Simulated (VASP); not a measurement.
# Ag3F (Fm-3m) in VASP: relaxation of cell and atoms with PBE

Aim: the relaxation of cell and atoms of Ag3F with PBE.

Program: VASP 6.6.1. These are calculated values, not measurements. Logs are shortened: lines on timing, memory, paths and dates and some standing lists are left out, and cuts for length are marked.

## Step 1: The cell of the first run

It takes space group Fm-3m (No. 225, cubic). Conventional cell: a = 6.441 Å, b = 6.441 Å, c = 6.441 Å, α = 90.00°, β = 90.00°, γ = 90.00°. Ag (site symmetry -43m) has 10 Ag at 2.79 to 3.22 Å and 4 F at 2.79 Å within 3.7 Å. Ag (site symmetry m-3m) has 8 Ag at 2.79 Å and 6 F at 3.22 Å within 3.7 Å. Within 3.7 Å of F (site symmetry m-3m) lie 14 Ag at 2.79 to 3.22 Å.

The cell was built from a structure type or drawn by symmetry, and may not be a known phase.

## Step 2: Relaxation of cell and atoms, PBE

INCAR reads:

```
SYSTEM = Ag3F
PREC = Accurate ; ENCUT = 600
EDIFF = 1E-6 ; ISMEAR = 0
SIGMA = 0.1 ; LREAL = .False.
LASPH = .True. ; NELM = 80
ALGO = Normal ; ISIF = 3
LWAVE = .False. ; LCHARG = .False.
GGA = PE ; IBRION = 2
NSW = 100 ; EDIFFG = -0.01
```

KPOINTS reads:

```
Automatic mesh
0
Gamma
  12 12 12
  0 0 0
```

POSCAR reads:

```
Ag3F
1.0
    0.0000000000      3.2203699120      3.2203699120
    3.2203699120      0.0000000000      3.2203699120
    3.2203699120      3.2203699120      0.0000000000
Ag F
3 1
Direct
    0.2500000000      0.2500000000      0.2500000000
    0.7500000000      0.7500000000      0.7500000000
    0.5000000000      0.5000000000      0.5000000000
    0.0000000000      0.0000000000      0.0000000000
```

Potentials or basis: VASP PAW PBE potentials, release 64 (Ag, F).

The run is started by

```
> cat potpaw_PBE.64/Ag/POTCAR potpaw_PBE.64/F/POTCAR > POTCAR
> mpirun -np 1 vasp_std > vasp.out
```

OUTCAR:

```text
SYSTEM = Ag3F
   PREC = Accurate
   ENCUT = 600
   EDIFF = 1E-6
   ISMEAR = 0
   LREAL = .False.
   LASPH = .True.
   NELM = 80
   ISIF = 3
   GGA = PE
   IBRION = 2
   NSW = 100
   EDIFFG = -0.01

 ion  position               nearest neighbor table
   1  0.250  0.250  0.250-   3 2.79   3 2.79   3 2.79   3 2.79   2 3.22   2 3.22   2 3.22   2 3.22
                             2 3.22   2 3.22
   2  0.750  0.750  0.750-   3 2.79   3 2.79   3 2.79   3 2.79   1 3.22   1 3.22   1 3.22   1 3.22
                             1 3.22   1 3.22
   3  0.500  0.500  0.500-   1 2.79   1 2.79   1 2.79   1 2.79   2 2.79   2 2.79   2 2.79   2 2.79

   4  0.000  0.000  0.000-

  LATTYP: Found a face centered cubic cell.
 ALAT       =     6.4407398240

  Lattice vectors:

 A1 = (   0.0000000000,   3.2203699120,   3.2203699120)
 A2 = (   3.2203699120,   0.0000000000,   3.2203699120)
 A3 = (   3.2203699120,   3.2203699120,   0.0000000000)

Analysis of symmetry for initial positions (statically):
=====================================================================
 Subroutine PRICEL returns:
 Original cell was already a primitive cell.

 Routine SETGRP: Setting up the symmetry group for a
 face centered cubic supercell.

 Subroutine GETGRP returns: Found 48 space group operations
 (whereof 48 operations were pure point group operations)
 out of a pool of 48 trial point group operations.

The static configuration has the point symmetry O_h .

Analysis of symmetry for dynamics (positions and initial velocities):
=====================================================================
 Subroutine PRICEL returns:
 Original cell was already a primitive cell.

 Routine SETGRP: Setting up the symmetry group for a
 face centered cubic supercell.

 Subroutine GETGRP returns: Found 48 space group operations
 (whereof 48 operations were pure point group operations)
 out of a pool of 48 trial point group operations.

The dynamic configuration has the point symmetry O_h .

 Subroutine INISYM returns: Found 48 space group operations
 (whereof 48 operations are pure point group operations),
 and found     1 'primitive' translations

----------------------------------------------------------------------------------------

                                     Primitive cell

  volume of cell :      66.7955

  direct lattice vectors                    reciprocal lattice vectors
     0.000000000  3.220369912  3.220369912    -0.155261667  0.155261667  0.155261667
     3.220369912  0.000000000  3.220369912     0.155261667 -0.155261667  0.155261667
     3.220369912  3.220369912  0.000000000     0.155261667  0.155261667 -0.155261667

  length of vectors
     4.554290805  4.554290805  4.554290805     0.268921095  0.268921095  0.268921095

  position of ions in fractional coordinates (direct lattice)
     0.250000000  0.250000000  0.250000000
     0.750000000  0.750000000  0.750000000
     0.500000000  0.500000000  0.500000000
     0.000000000  0.000000000  0.000000000

  ion indices of the primitive-cell ions
   primitive index   ion index
                 1           1
                 2           2
                 3           3
                 4           4

----------------------------------------------------------------------------------------

 KPOINTS: Automatic mesh

Automatic generation of k-mesh.
 Grid dimensions read from file:
[... 65 lines left out ...]
   EDIFF  = 0.1E-05   stopping-criterion for ELM
   LREAL  =      F    real-space projection
   EDIFFG = -.1E-01   stopping-criterion for IOM
   NSW    =    100    number of steps for IOM
   IBRION =      2    ionic relax: 0-MD 1-quasi-New 2-CG
   NFREE  =      1    steps in history (QN), initial steepest desc. (CG)
   ISIF   =      3    stress and relaxation
   ISYM   =      2    0-nonsym 1-usesym 2-fastsym
   POTIM  = 0.5000    time-step for ionic-motion
   TEBEG  =    0.0;   TEEND  =   0.0 temperature during run
   PSTRESS=    0.0 pullay stress
   NELECT =      40.0000    total number of electrons
   NUPDOWN=      -1.0000    fix difference up-down
   EMIN   =  10.00;   EMAX   =-10.00  energy-range for DOS
   EFERMI =   0.00;   METHOD = LEGACY
   ISMEAR =     0;   SIGMA  =   0.10  broadening in eV -4-tet -1-fermi 0-gaus
   EFERMI_NEDOS =   21; number of points for ismear=-14 and -15
   IALGO  =     38    algorithm
   IMIX   =      4    mixing-type and parameters
     AMIX     =   0.40;   BMIX     =  1.00
     AMIX_MAG =   1.60;   BMIX_MAG =  1.00
  volume/ion in A,a.u.               =      16.70       112.69
  Fermi-wavevector in a.u.,A,eV,Ry     =   1.379894  2.607622 25.906956  1.904108
  Thomas-Fermi vector in A             =   2.504821
   LORBIT       =      0    0 simple, 1 ext, 2 COOP (PROOUT), +10 PAW based schemes
   GGA     = PE    functional components
   LHFCALC =     F    Hartree Fock is set to
   AEXX    =    0.0000 exact exchange contribution
   IVDW    =     0    specifies the selected vdW correction
   LEPSILON=     F    determine dielectric tensor
   LRPA    =     F    only Hartree local field effects (RPA)
 conjugate gradient relaxation of ions
 non-spin polarized calculation
 Gauss-broadening in eV      SIGMA  =   0.10
  energy-cutoff  :      600.00
  volume of cell :       66.80
 maximum number of plane-waves:      2252
   NGX = 19   NGY = 19   NGZ = 19

--------------------------------------- Ionic step        1  -------------------------------------------

 number of electron      39.9999986 magnetization

 Free energy of the ion-electron system (eV)
  ---------------------------------------------------
  ext. energy  EPLUGINS =         0.00000000
  ---------------------------------------------------
  free energy    TOTEN  =       -11.08614051 eV

  energy without entropy =      -11.08031827  energy(sigma->0) =      -11.08322939

------------------------ aborting loop because EDIFF is reached ----------------------------------------

  FORCE on cell =-STRESS in cart. coord.  units (eV):
  Direction    XX          YY          ZZ          XY          YZ          ZX
  --------------------------------------------------------------------------------------
  -------------------------------------------------------------------------------------
  Total       -0.2165936     -0.2165936     -0.2165936     -0.0000000     -0.0000000      0.0000000
  in kB       -5.1952804     -5.1952804     -5.1952804     -0.0000000     -0.0000000      0.0000000
  external PRESSURE =      -5.1952804 kB  Pullay stress =       0.0000000 kB

 VOLUME and BASIS-vectors are now :
 -----------------------------------------------------------------------------
  energy-cutoff  :      600.00
  volume of cell :       66.80
      direct lattice vectors                 reciprocal lattice vectors
     0.000000000  3.220369912  3.220369912    -0.155261667  0.155261667  0.155261667
     3.220369912  0.000000000  3.220369912     0.155261667 -0.155261667  0.155261667
     3.220369912  3.220369912  0.000000000     0.155261667  0.155261667 -0.155261667

 POSITION                                       TOTAL-FORCE (eV/Angst)
 -----------------------------------------------------------------------------------
      1.61018      1.61018      1.61018        -0.000000     -0.000000     -0.000000
      4.83055      4.83055      4.83055         0.000000      0.000000      0.000000
      3.22037      3.22037      3.22037         0.000000     -0.000000      0.000000
      0.00000      0.00000      0.00000         0.000000     -0.000000      0.000000
 -----------------------------------------------------------------------------------
    total drift:                                0.000000      0.000000      0.000000

  FREE ENERGIE OF THE ION-ELECTRON SYSTEM (eV)
  ---------------------------------------------------
  free  energy   TOTEN  =       -11.0861405120 eV

  energy  without entropy=      -11.0803182707  energy(sigma->0) =      -11.08322939

--------------------------------------- Ionic step        2  -------------------------------------------

 number of electron      39.9999989 magnetization

 Free energy of the ion-electron system (eV)
  ---------------------------------------------------
  ext. energy  EPLUGINS =         0.00000000
  ---------------------------------------------------
  free energy    TOTEN  =       -11.08689155 eV

  energy without entropy =      -11.08116244  energy(sigma->0) =      -11.08402700

 E-fermi :   5.9852     XC(G=0): -11.3541

 val. band max:        5.9706991246   @ k =  -0.4167   0.2500   0.0000
 cond. band min:       5.9994975337   @ k =  -0.4167   0.0833   0.0000
 fundamental gap:      0.0287984091
 Fermi energy:         5.9851727321

 k-point     1 :       0.0000    0.0000    0.0000
  band No.  band energies     occupation
      1     -16.1976      2.00000
      2       0.5075      2.00000
      3       0.6213      2.00000
      4       0.6213      2.00000
      5       0.6891      2.00000
      6       0.6891      2.00000
[... 637 lines left out ...]
     23      10.6606      0.00000
     24      13.2874      0.00000

 [... further k-points ...]

------------------------ aborting loop because EDIFF is reached ----------------------------------------

  FORCE on cell =-STRESS in cart. coord.  units (eV):
  Direction    XX          YY          ZZ          XY          YZ          ZX
  --------------------------------------------------------------------------------------
  -------------------------------------------------------------------------------------
  Total        0.0180172      0.0180172      0.0180172      0.0000000      0.0000000      0.0000000
  in kB        0.4355713      0.4355713      0.4355713      0.0000000      0.0000000      0.0000000
  external PRESSURE =       0.4355713 kB  Pullay stress =       0.0000000 kB

 VOLUME and BASIS-vectors are now :
 -----------------------------------------------------------------------------
  energy-cutoff  :      600.00
  volume of cell :       66.27
      direct lattice vectors                 reciprocal lattice vectors
     0.000000000  3.211957459  3.211957459    -0.155668313  0.155668313  0.155668313
     3.211957459 -0.000000000  3.211957459     0.155668313 -0.155668313  0.155668313
     3.211957459  3.211957459  0.000000000     0.155668313  0.155668313 -0.155668313

 POSITION                                       TOTAL-FORCE (eV/Angst)
 -----------------------------------------------------------------------------------
      1.60598      1.60598      1.60598        -0.000000     -0.000000      0.000000
      4.81794      4.81794      4.81794         0.000000      0.000000      0.000000
      3.21196      3.21196      3.21196        -0.000000     -0.000000     -0.000000
      3.21196      6.42391      3.21196        -0.000000     -0.000000     -0.000000
 -----------------------------------------------------------------------------------
    total drift:                                0.000000      0.000000      0.000000

  FREE ENERGIE OF THE ION-ELECTRON SYSTEM (eV)
  ---------------------------------------------------
  free  energy   TOTEN  =       -11.0868915543 eV

  energy  without entropy=      -11.0811624363  energy(sigma->0) =      -11.08402700

 reached required accuracy - stopping structural energy minimisation
```

Run time: 3.3 min. Hardware: 1 thread of Intel Xeon Platinum 8488C (Sapphire Rapids), shared host; peak memory 0.29 GiB.

What came out:

```yaml
Free_energy: -11.0869 eV
Relaxed_volume: 16.57 Å³/atom
Relaxed_cell: a = 4.542 Å, b = 4.542 Å, c = 4.542 Å, α = 60.00°, β = 60.00°, γ = 60.00°
Space_group_after_relaxing_to_0.1_Å: Fm-3m (No. 225)
Energy_gained_by_relaxing: 0.2 meV/atom
Ionic_steps: 2
Pressure_after_relaxing: 0.0 GPa
Band_gap_on_the_k_mesh: zero (bands 20 and 21 overlap by 0.75 eV)
```

Step by step:
```tsv
step	energy change (eV)	largest force (eV/Å)	pressure (GPa)	volume (Å³)
1	0.0000	0.0000	-0.52	66.80
2	-0.0008	0.0000	0.04	66.27
```

Final structure:
```
CELL_PARAMETERS angstrom
0.00000 3.21196 3.21196
3.21196 0.00000 3.21196
3.21196 3.21196 0.00000
ATOMIC_POSITIONS crystal
Ag 0.25000 0.25000 0.25000
Ag 0.75000 0.75000 0.75000
Ag 0.50000 0.50000 0.50000
F 0.00000 0.00000 0.00000
```

Levels at points of the mesh, in eV from the Fermi level:
| k point | band 18 | band 19 | band 20 | band 21 | band 22 | band 23 |
| --- | --- | --- | --- | --- | --- | --- |
| (0.00, 0.00, 0.00) | -2.78 | -2.78 | -2.78 | 6.38 | 6.38 | 6.38 |
| (0.50, 0.00, 0.00) | -2.32 | -2.32 | -1.75 | -0.26 | 5.05 | 5.05 |
| (0.50, 0.50, 0.00) | -2.69 | -2.69 | -0.45 | 0.45 | 3.12 | 3.12 |
